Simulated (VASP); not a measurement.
Crystal: GaSb.

```
Sb Ga
1.0
     0.00000    3.07926    3.07926
     3.07926    0.00000    3.07926
     3.07926    3.07926    0.00000
Sb Ga
1 1
Cartesian
  4.6189 4.6189 4.6189
  0.0000 0.0000 0.0000
```

Program: VASP 6.6.1. Alike in all runs: task single point; potentials or basis VASP PAW PBE potentials, release 64 (Sb, Ga_d); no spin polarisation; cell as given; smearing fermi-dirac 0.05 eV.

Question: Order these runs on this cell by their band gap on the k mesh, lowest first.
A. level PBE-based screened hybrid with 25 % exact exchange; k mesh 4 × 4 × 4; cutoff (eV) 520; grid for exact exchange (PRECFOCK) Normal; share of exact exchange 0.25; screening parameter 0.3 1/Å
B. level B3LYP; k mesh 4 × 4 × 4; cutoff (eV) 520; grid for exact exchange (PRECFOCK) Normal; share of exact exchange 0.2
C. level b88 exchange, pbe correlation; k mesh 8 × 8 × 8; cutoff (eV) 500
D. level r2SCAN+D4; k mesh 8 × 8 × 8; cutoff (eV) 520

Answer: C (metal), D (0.30 eV), A (0.57 eV), B (0.93 eV).

Caveats: some runs use coarse meshes; spin-orbit coupling is left out, which moves the levels of the heavy elements; semilocal functionals underestimate gaps, so a narrow gap can read as zero (at least some runs).

A k mesh can miss the band edges.
